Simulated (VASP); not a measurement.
Wanted: the native input for a VASP 6.6.1 run.

- Task: single point
- Functional: PBEsol
- Potentials or basis: VASP PAW PBE potentials, release 64 (Nb_sv, P)
- Cutoff: 520 eV
- k mesh: 11 × 11 × 11
- Occupations: fermi-dirac, width 0.05 eV
- Spin: no spin polarisation
- Hubbard terms: Nb d U = 6.0 eV
- Dipole correction: no
- Further INCAR settings: ALGO = Normal; EDIFF = 1e-06; NBANDS = 26

The structure of NbP lies in POSCAR:

```
NbP
1.0
   -1.6609203810      1.6609203810      5.7510190038
    1.6609203810     -1.6609203810      5.7510190038
    1.6609203810      1.6609203810     -5.7510190038
Nb P
2 2
Direct
    0.2493517743      0.7493517743      0.5000000000
    0.4993517743      0.4993517743      0.0000000000
    0.8332767957      0.3332767957      0.5000000000
    0.0832767957      0.0832767957      0.0000000000
```

These files were run (other wordings do the same):

INCAR

```
SYSTEM = NbP
ALGO = Normal
EDIFF = 1E-6
ENCUT = 520
GGA = PS
ISIF = 2
ISMEAR = -1
LASPH = .TRUE.
LCHARG = .TRUE.
LDAU = .TRUE.
LDAUJ = 0 0
LDAUL = 2 -1
LDAUPRINT = 1
LDAUTYPE = 2
LDAUU = 6 0
LELF = .TRUE.
LMAXMIX = 4
LREAL = .FALSE.
LVHAR = .TRUE.
LWAVE = .FALSE.
NBANDS = 26
NELM = 150
PREC = Accurate
SIGMA = 0.05
```

KPOINTS

```
k-points
0
G
  11 11 11
  0 0 0
```

Potentials or basis: VASP PAW PBE potentials, release 64 (Nb_sv, P).

The run is started by

```console
$ cat potpaw_PBE.64/Nb_sv/POTCAR potpaw_PBE.64/P/POTCAR > POTCAR
$ mpirun -np 1 vasp_std > vasp.out
```

It gave:

| Quantity | Value |
| --- | --- |
| Pressure | 5.7 GPa |
| Largest force | 0.085 eV/Å |
| Band gap on the k mesh | zero (bands 18 and 19 overlap by 0.10 eV) |

Caveat: the cell stands under pressure; the PAW data sets were made with another functional, which shifts forces and pressure a little; U without spin polarisation on a metal has little footing; the U is typed as a test and isn't derived for this compound.

Wall time 4.3 min on 1 thread of Intel(R) Xeon(R) 6975P-C (Granite Rapids), with other jobs on the host, peak memory 0.42 GiB.
